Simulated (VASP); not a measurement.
IrO:

```
Ir O
1.0
     4.07629    0.00000    0.00000
     0.00000    4.07629    0.00000
     0.00000    0.00000    4.01210
Ir O
3 3
Cartesian
  2.0381 2.0381 2.0061
  2.0381 0.0000 0.0000
  0.0000 2.0381 0.0000
  0.0000 0.0000 2.0061
  2.0381 0.0000 2.0061
  0.0000 2.0381 2.0061
```

* Program: VASP 6.6.1
* Task: relaxation of cell and atoms
* Functional: PBE
* Potentials or basis: VASP PAW PBE potentials, release 64 (Ir, O)
* Cutoff: 600 eV
* k mesh: 4 × 4 × 4
* Occupations: gaussian, width 0.1 eV
* Spin: collinear spin, ferrimagnetic start
* Starting moments: [1.0, -1.0, -1.0, 0.0, 0.0, 0.0] μB

At the start: pressure 18.8 GPa; volume 11.11 Å³/atom.

**Question.** Where does the relaxation end?

**Answer.** Over 14 steps the energy falls by 120.8 meV/atom and the volume is 12.48 Å³/atom (+12.3 %); space group P4/mmm (No. 123, to 0.05 Å); moment 2.59 μB per cell.

The path:
```
step  energy change (eV)  largest force (eV/Å)  pressure (GPa)  volume (Å³)
   1              0.0000                0.0000           18.77        66.67
   2             -0.0753                0.0000          -15.95        80.02
   3             -0.4435                0.0000           -3.95        73.50
   4             -0.4550                0.0000           -1.33        72.47
   5             -0.4553                0.0000           -0.87        72.30
   6             -0.6007                0.0000            0.35        72.83
   7             -0.6979                0.0000            1.81        73.30
   8             -0.5296                0.0000           10.33        74.00
   9             -0.7118                0.0000            2.84        73.47
  10             -0.7122                0.0000            3.35        73.53
  11             -0.6906                0.0000           -3.97        77.24
  12             -0.7236                0.0000            0.44        74.85
  13             -0.7239                0.0000           -0.44        74.87
  14             -0.7245                0.0000           -0.05        74.86
```

Final structure:
```yaml
crystal:
  lattice:
    - [4.40496, 0.00000, 0.00000]
    - [0.00000, 4.40496, 0.00000]
    - [0.00000, 0.00000, 3.85805]
  atoms:
    - { symbol: Ir, position: [0.50000, 0.50000, 0.50000] }
    - { symbol: Ir, position: [0.50000, 0.00000, 0.00000] }
    - { symbol: Ir, position: [0.00000, 0.50000, 0.00000] }
    - { symbol: O, position: [0.00000, 0.00000, 0.50000] }
    - { symbol: O, position: [0.50000, 0.00000, 0.50000] }
    - { symbol: O, position: [0.00000, 0.50000, 0.50000] }
```

Caveat: the k points lie up to 0.41 Å⁻¹ apart in the final cell.
